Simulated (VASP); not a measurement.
A run of VASP 6.6.1 is set up as follows.

File INCAR:

```
SYSTEM = SnSe
  PREC = Accurate
  ENCUT = 500
  EDIFF = 1E-6
  ISMEAR = 0
  SIGMA = 0.01
  LREAL = .False.
  LASPH = .True.
  NELM = 120
  ALGO = Normal
  ISIF = 2
  LWAVE = .False.
  LCHARG = .False.
  GGA = B5
  ALDAX = 1.0
  AGGAX = 1.0
  AGGAC = 1.0
  ALDAC = 0.0
  IVDW = 12
  VDW_S6 = 1.0
  VDW_S8 = 2.6996
  VDW_A1 = 0.4298
  VDW_A2 = 4.2359
  NBANDS = 17
  GGA_COMPAT = .False.
```

File KPOINTS:

```
Automatic mesh
0
Gamma
  6 6 6
  0 0 0
```

POSCAR

```
SnSe
1.0
    0.0000000000      3.0015165688      3.0015165688
    3.0015165688      0.0000000000      3.0015165688
    3.0015165688      3.0015165688      0.0000000000
Sn Se
1 1
Direct
    0.0000000000      0.0000000000      0.0000000000
    0.5000000000      0.5000000000      0.5000000000
```

Potentials or basis: VASP PAW PBE potentials, release 64 (Sn_d, Se).

Command:

```sh
$ cat potpaw_PBE.64/Sn_d/POTCAR potpaw_PBE.64/Se/POTCAR > POTCAR
$ mpirun -np 1 vasp_std > vasp.out
```

Problem. Estimate the band gap on the k mesh.

Solution. 0.43 eV.

Problem. Estimate the pressure.

Solution. 0.1 GPa.

Problem. Estimate the dispersion energy per atom.

Solution. -0.825 eV.

Caveat: the PAW data sets were made with another functional, which shifts forces and pressure a little; spin-orbit coupling is left out, which moves the levels of the heavy elements. A k mesh can miss the band edges.
